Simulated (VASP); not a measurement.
Runs of VASP 6.6.1 on Ta. The structure is cubic, space group Im-3m (No. 229). The conventional cell has a = 3.310 Å, b = 3.310 Å, c = 3.310 Å, α = 90.00°, β = 90.00°, γ = 90.00°. Ta (site symmetry m-3m) has 14 Ta at 2.87 to 3.31 Å within 3.8 Å. 

```csv
task,level,potentials or basis,spin,cutoff (eV),gap on the mesh (eV),pressure (GPa)
single point,PBE,"VASP PAW PBE potentials, release 64 (Ta_pv)","non-collinear, zero start, SOC",500,-,1.9
single point,PBE,"VASP PAW PBE potentials, release 64 (Ta_pv)",off,500,none,2.3
single point,LDA,"VASP PAW LDA potentials, release 64 (Ta_pv)",off,500,none,(a)
single point,r2SCAN,"VASP PAW PBE potentials, release 64 (Ta_pv)",off,550,none,0.7
```

Alike in all rows: cell as given; k mesh 9 × 9 × 9; smearing fermi-dirac 0.1 eV.

Q: Estimate the missing entries.

A: (a) -9.3.

Caveats: spin-orbit coupling is left out, which moves the levels of the heavy elements (some runs); the PAW data sets were made with another functional, which shifts forces and pressure a little (some runs).

A k mesh can miss the band edges, and rows without SOC leave out spin-orbit coupling on Ta.

A gap of «none» marks levels without a gap at the run's occupations.
